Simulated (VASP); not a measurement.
# HfB2 (C2) in VASP: single point with PBE

Aim: the single point of HfB2 with PBE.

Program: VASP 6.6.1. These are calculated values, not measurements. Logs are shortened: lines on timing, memory, paths and dates and some standing lists are left out, and cuts for length are marked.

**1. The cell of the first run**

It takes space group C2 (No. 5, monoclinic). The conventional cell has a = 5.990 Å, b = 3.166 Å, c = 3.559 Å, α = 90.00°, β = 93.70°, γ = 90.00°. Hf (site symmetry 2) has 12 B at 2.42 to 2.82 Å and 2 Hf at 3.17 Å within 3.2 Å. Within 2.3 Å of B (site symmetry 1) lie 3 B at 1.77 to 2.01 Å.

**2. Single point, PBE (strained and its atoms moved)**

File INCAR:

```
SYSTEM = HfB2
PREC     = Accurate       ! precision mode
ENCUT    = 520            ! plane-wave cutoff, eV
EDIFF    = 1E-6           ! SCF threshold, eV
ISMEAR   = 0              ! smearing method
SIGMA    = 0.1            ! smearing width, eV
LREAL    = .FALSE.        ! projectors in reciprocal space
LASPH    = .TRUE.         ! aspherical terms in the spheres
NELM     = 80             ! most SCF steps
ALGO     = Normal         ! electronic algorithm
ISIF     = 2              ! what is computed and relaxed
LWAVE    = .FALSE.        ! write WAVECAR
LCHARG   = .FALSE.        ! write CHGCAR
GGA      = PE             ! functional
NBANDS   = 15             ! bands
```

File KPOINTS:

```
regular mesh
0
G
  14 14 10
  0 0 0
```

File POSCAR:

```
HfB2
1.0
    3.3839467083     -0.1256000040      0.0931010030
   -1.8007461484      2.8677784323     -0.0931052574
    0.1031820000     -0.0595776000      3.5565252000
Hf B
1 2
Direct
    0.0144079400      0.0144079400      0.0000000000
    0.3458334541      0.6397586058      0.4872104217
    0.6397586058      0.3458334541      0.5127895783
```

Potentials or basis: VASP PAW PBE potentials, release 64 (Hf_pv, B).

On the command line:

```
$ cat potpaw_PBE.64/Hf_pv/POTCAR potpaw_PBE.64/B/POTCAR > POTCAR
$ mpirun -np 1 vasp_std > vasp.out
```

OUTCAR:

```text
SYSTEM = HfB2
   PREC = Accurate
   ENCUT = 520
   EDIFF = 1E-6
   ISMEAR = 0
   LREAL = .FALSE.
   LASPH = .TRUE.
   NELM = 80
   ISIF = 2
   GGA = PE

 ion  position               nearest neighbor table
   1  0.014  0.014  0.000-   2 2.42   3 2.42   3 2.51   2 2.51   3 2.57   2 2.57   2 2.65   3 2.65
                             2 2.70   3 2.70   3 2.82   2 2.82
   2  0.346  0.640  0.487-   3 1.77   3 2.01   3 2.01   1 2.42   1 2.51   1 2.57   1 2.65   1 2.70
                             1 2.82
   3  0.640  0.346  0.513-   2 1.77   2 2.01   2 2.01   1 2.42   1 2.51   1 2.57   1 2.65   1 2.70
                             1 2.82

  LATTYP: Found a base centered monoclinic cell.
 ALAT       =     5.9896600281
 B/A-ratio  =     0.5286437704
 C/A-ratio  =     0.5941105829
 COS(beta)  =    -0.0645365209

  Lattice vectors:

 A1 = (  -1.8007461484,   2.8677784323,  -0.0931052574)
 A2 = (  -3.3839467083,   0.1256000040,  -0.0931010030)
 A3 = (   0.1031820000,  -0.0595776000,   3.5565252000)

Analysis of symmetry for initial positions (statically):
=====================================================================
 Subroutine PRICEL returns:
 Original cell was already a primitive cell.

 Routine SETGRP: Setting up the symmetry group for a
 base centered monoclinic supercell.

 Subroutine GETGRP returns: Found  2 space group operations
 (whereof  2 operations were pure point group operations)
 out of a pool of  4 trial point group operations.

The static configuration has the point symmetry C_2 .

Analysis of symmetry for dynamics (positions and initial velocities):
=====================================================================
 Subroutine PRICEL returns:
 Original cell was already a primitive cell.

 Routine SETGRP: Setting up the symmetry group for a
 base centered monoclinic supercell.

 Subroutine GETGRP returns: Found  2 space group operations
 (whereof  2 operations were pure point group operations)
 out of a pool of  4 trial point group operations.

The dynamic configuration has the point symmetry C_2 .

 Subroutine INISYM returns: Found  2 space group operations
 (whereof  2 operations are pure point group operations),
 and found     1 'primitive' translations

----------------------------------------------------------------------------------------

                                     Primitive cell

  volume of cell :      33.6745

  direct lattice vectors                    reciprocal lattice vectors
[... 95 lines left out ...]
   ISIF   =      2    stress and relaxation
   ISYM   =      2    0-nonsym 1-usesym 2-fastsym
   POTIM  = 0.5000    time-step for ionic-motion
   TEBEG  =    0.0;   TEEND  =   0.0 temperature during run
   PSTRESS=    0.0 pullay stress
   NELECT =      16.0000    total number of electrons
   NUPDOWN=      -1.0000    fix difference up-down
   EMIN   =  10.00;   EMAX   =-10.00  energy-range for DOS
   EFERMI =   0.00;   METHOD = LEGACY
   ISMEAR =     0;   SIGMA  =   0.10  broadening in eV -4-tet -1-fermi 0-gaus
   EFERMI_NEDOS =   21; number of points for ismear=-14 and -15
   IALGO  =     38    algorithm
   IMIX   =      4    mixing-type and parameters
     AMIX     =   0.40;   BMIX     =  1.00
     AMIX_MAG =   1.60;   BMIX_MAG =  1.00
  volume/ion in A,a.u.               =      11.22        75.75
  Fermi-wavevector in a.u.,A,eV,Ry     =   1.277462  2.414053 22.203468  1.631909
  Thomas-Fermi vector in A             =   2.410060
   LORBIT       =      0    0 simple, 1 ext, 2 COOP (PROOUT), +10 PAW based schemes
   GGA     = PE    functional components
   LHFCALC =     F    Hartree Fock is set to
   AEXX    =    0.0000 exact exchange contribution
   IVDW    =     0    specifies the selected vdW correction
   LEPSILON=     F    determine dielectric tensor
   LRPA    =     F    only Hartree local field effects (RPA)
 non-spin polarized calculation
 Gauss-broadening in eV      SIGMA  =   0.10
  energy-cutoff  :      520.00
  volume of cell :       33.67
 maximum number of plane-waves:       923
 NGX is ok and might be reduce to    28
   NGX = 13   NGY = 13   NGZ = 13

 number of electron      16.0000001 magnetization

 Free energy of the ion-electron system (eV)
  ---------------------------------------------------
  ext. energy  EPLUGINS =         0.00000000
  ---------------------------------------------------
  free energy    TOTEN  =       -25.50529364 eV

  energy without entropy =      -25.50402166  energy(sigma->0) =      -25.50465765

 E-fermi :   6.5709     XC(G=0): -12.0113

 val. band max:        6.5584667189   @ k =   0.0000   0.0000   0.4000
 cond. band min:       6.5722588964   @ k =   0.0714   0.0000   0.3000
 fundamental gap:      0.0137921775
 Fermi energy:         6.5709369875

 k-point     1 :       0.0000    0.0000    0.0000
  band No.  band energies     occupation
      1     -24.2483      2.00000
      2     -23.9909      2.00000
      3     -23.8717      2.00000
      4      -6.3059      2.00000
      5       2.6454      2.00000
      6       4.2029      2.00000
      7       4.2147      2.00000
      8       5.1276      2.00000
      9       9.0385      0.00000
     10       9.8665      0.00000
     11       9.9445      0.00000
     12      10.0770      0.00000
     13      10.6355      0.00000
     14      11.9763      0.00000
[... 401 lines left out ...]
      2     -24.1782      2.00000
      3     -24.0731      2.00000
      4      -3.6370      2.00000
      5       0.0600      2.00000
      6       1.6962      2.00000
      7       2.9835      2.00000
      8       5.3169      2.00000
      9       7.8692      0.00000
     10       8.3321      0.00000
     11      10.9795      0.00000
     12      11.7977      0.00000
     13      12.4266      0.00000
     14      14.0206      0.00000
     15      15.4144      0.00000

 [... further k-points ...]
[... 5 lines left out ...]
  --------------------------------------------------------------------------------------
  -------------------------------------------------------------------------------------
  Total       -6.8469082     -2.7529548     -2.8429404      3.5454579      1.1193741     -1.9388071
  in kB     -325.7650251   -130.9812185   -135.2625943    168.6872616     53.2580408    -92.2453633
  external PRESSURE =    -197.3362793 kB  Pullay stress =       0.0000000 kB

 VOLUME and BASIS-vectors are now :
 -----------------------------------------------------------------------------
  energy-cutoff  :      520.00
  volume of cell :       33.67
      direct lattice vectors                 reciprocal lattice vectors
     3.383946708 -0.125600004  0.093101003     0.302715455  0.189900370 -0.005601247
    -1.800746148  2.867778432 -0.093105257     0.013100518  0.357109978  0.005602102
     0.103182000 -0.059577600  3.556525200    -0.007581385  0.004377560  0.281466603

 POSITION                                       TOTAL-FORCE (eV/Angst)
 -----------------------------------------------------------------------------------
      0.02281      0.03951     -0.00000        -0.458268     -0.793742      0.000001
      0.06851      1.76222      1.70541        -1.510572      1.401288      0.554572
      1.59506      0.88087      1.85111         1.968841     -0.607546     -0.554573
 -----------------------------------------------------------------------------------
    total drift:                                0.000047      0.000082      0.000004

  FREE ENERGIE OF THE ION-ELECTRON SYSTEM (eV)
  ---------------------------------------------------
  free  energy   TOTEN  =       -25.5052936450 eV

  energy  without entropy=      -25.5040216571  energy(sigma->0) =      -25.50465765
```

OSZICAR:

```text
N       E                     dE             d eps       ncg     rms          rms(c)
DAV:   1     0.274248578214E+02    0.27425E+02   -0.79297E+03 16036   0.995E+02
DAV:   2    -0.261118905607E+02   -0.53537E+02   -0.50081E+02 21517   0.213E+02
DAV:   3    -0.276782471162E+02   -0.15664E+01   -0.15570E+01 21095   0.265E+01
DAV:   4    -0.276864305078E+02   -0.81834E-02   -0.81816E-02 18869   0.235E+00
DAV:   5    -0.276864917773E+02   -0.61270E-04   -0.61269E-04 20850   0.180E-01    0.458E+01
DAV:   6    -0.255931274144E+02    0.20934E+01   -0.30702E+00 19940   0.113E+01    0.336E+01
DAV:   7    -0.255408162089E+02    0.52311E-01   -0.74880E-01 21277   0.597E+00    0.111E+01
DAV:   8    -0.255074413707E+02    0.33375E-01   -0.13819E-01 19993   0.260E+00    0.102E+00
DAV:   9    -0.255053992053E+02    0.20422E-02   -0.10891E-02 19583   0.781E-01    0.312E-01
DAV:  10    -0.255052913497E+02    0.10786E-03   -0.47811E-04 20185   0.171E-01    0.210E-01
DAV:  11    -0.255052970644E+02   -0.57148E-05   -0.55632E-05 20850   0.550E-02    0.119E-01
DAV:  12    -0.255052936152E+02    0.34493E-05   -0.50037E-06 18799   0.173E-02    0.487E-03
DAV:  13    -0.255052936450E+02   -0.29804E-07   -0.38117E-07  8787   0.479E-03
   1 F= -.25505294E+02 E0= -.25504658E+02  d E =-.127199E-02
```

Wall time 9.3 min (1 thread of AMD EPYC 7R13, shared host); peak memory 0.35 GiB.

Results:

```
Free energy            : -25.5053 eV
Pressure               : -19.7 GPa
Largest force          : 2.134 eV/Å
Band gap on the k mesh : zero (band 8 reaches 7.01 eV, above the bottom of band 9 at 6.32 eV)
```

Forces on the atoms (eV/Å):
```
Hf  -0.458 -0.794  0.000
B   -1.511  1.401  0.555
B    1.969 -0.608 -0.555
```

Caveat: the cell differs from its parent crystal (strained and its atoms moved); spin-orbit coupling is left out, which moves the levels of the heavy elements; forces of over 1 eV/Å act on the atoms, so gaps and moduli don't describe the material at rest.
